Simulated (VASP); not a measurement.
A run of VASP 6.6.1:

The input INCAR:

```
  ALGO = Normal
  EDIFF = 1E-6
  EDIFFG = -0.008
  ENCUT = 600
  GGA = PS
  IBRION = 2
  ISIF = 3
  ISMEAR = 0
  LASPH = True
  LCHARG = False
  LREAL = False
  LWAVE = False
  NELM = 60
  NSW = 70
  PREC = Accurate
  PSTRESS = 200.0
  SIGMA = 0.1
```

KPOINTS

```
k-points
0
Gamma
  18 18 18
```

File POSCAR:

```
Mo
1.0
   -1.5320955734      1.5320955734      1.5320955734
    1.5320955734     -1.5320955734      1.5320955734
    1.5320955734      1.5320955734     -1.5320955734
Mo
1
Direct
    0.0000000000      0.0000000000      0.0000000000
```

Potentials or basis: VASP PAW PBE potentials, release 64 (Mo_sv).

The run is started by

```sh
$ cat potpaw_PBE.64/Mo_sv/POTCAR > POTCAR
$ mpirun -np 1 vasp_std > vasp.out
```

Hardware: 1 thread of Intel(R) Xeon(R) 6975P-C (Granite Rapids), on a shared host.

Problem. Estimate the wall time of this run.

Solution. It took 18 s on 1 thread of Intel(R) Xeon(R) 6975P-C (Granite Rapids), with other jobs on the host, peak memory 0.17 GiB. Counts: scf iterations 22, k points 195, ion steps 3.
